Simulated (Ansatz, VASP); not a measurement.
# BaS: VASP beside Ansatz

```
CELL_PARAMETERS angstrom
0.00000 3.21693 3.21693
3.21693 0.00000 3.21693
3.21693 3.21693 0.00000
ATOMIC_POSITIONS crystal
Ba 0.50000 0.50000 0.50000
S 0.00000 0.00000 0.00000
```

Alike in both runs: functional PBE; k mesh 6 × 6 × 6; occupations gaussian, width 0.1 eV; no spin polarisation.

Ansatz relaxed the structure, and its values are those at the end. VASP's run is a single point on that final structure, the one shown.

|  | VASP | Ansatz |
| --- | --- | --- |
| version | VASP 6.6.1 | Ansatz 0.2.0 |
| potentials or method | VASP PAW PBE potentials, release 64 (Ba_sv, S), cutoff 520 eV | scalar-relativistic, plane waves, PAW |
| valence electrons in the cell | 16 | 16 |

|  | VASP | Ansatz | Ansatz less VASP |
| --- | --- | --- | --- |
| gap on the k mesh at the Fermi level (eV) | 2.14 | 2.24 | +0.094 |
| least direct gap on the mesh (eV) | 2.29 | 2.35 | +0.064 |
| pressure (GPa) | 0.4 | -0.1 | -0.55 |

Spin-orbit coupling is off throughout.
